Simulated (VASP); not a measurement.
Runs of VASP 6.6.1 on Pb. The structure is that of space group P6_3/mmc (No. 194), or close to it. The cells are those of the table. This isn't the form of Pb at room conditions, which is fcc.

```csv
cell,further INCAR settings,gap on the mesh (eV),pressure (GPa)
"a = 3.424, b = 3.424, c = 5.775 Å, angles 90.0, 90.0, 120.0°, 2 atoms",ALGO = Fast; EDIFF = 1e-06; NBANDS = 21,none,0.8
"a = 3.528, b = 3.528, c = 5.440 Å, angles 90.0, 90.0, 120.0°, 2 atoms",ALGO = Fast; EDIFF = 1e-06; NBANDS = 21,none,(a)
"a = 3.674, b = 3.674, c = 5.016 Å, angles 90.0, 90.0, 120.0°, 2 atoms",ALGO = Fast; EDIFF = 1e-07; NBANDS = 21,none,2.2
"a = 3.371, b = 3.371, c = 5.957 Å, angles 90.0, 90.0, 120.0°, 2 atoms",ALGO = Fast; EDIFF = 1e-06; NBANDS = 21,none,1.1
"a = 3.275, b = 3.275, c = 6.312 Å, angles 90.0, 90.0, 120.0°, 2 atoms",ALGO = Fast; EDIFF = 1e-06; NBANDS = 21,none,(b)
```

Alike in all rows: task single point; level PBEsol; potentials or basis VASP PAW PBE potentials, release 64 (Pb_d); no spin polarisation; k mesh 18 × 18 × 10; cutoff (eV) 520; smearing gaussian 0.15 eV.

Fill in the values left out.

(a) 1.0; (b) 2.4.

Caveats: the PAW data sets were made with another functional, which shifts forces and pressure a little; spin-orbit coupling is left out, which moves the levels of the heavy elements; the stress differs along the axes, from 0 to 6 GPa (at least some runs); the stress differs along the axes, from -3 to 5 GPa (at least some runs).

A k mesh can miss the band edges, and the runs leave out spin-orbit coupling on Pb.

A gap of «none» marks levels without a gap at the run's occupations.
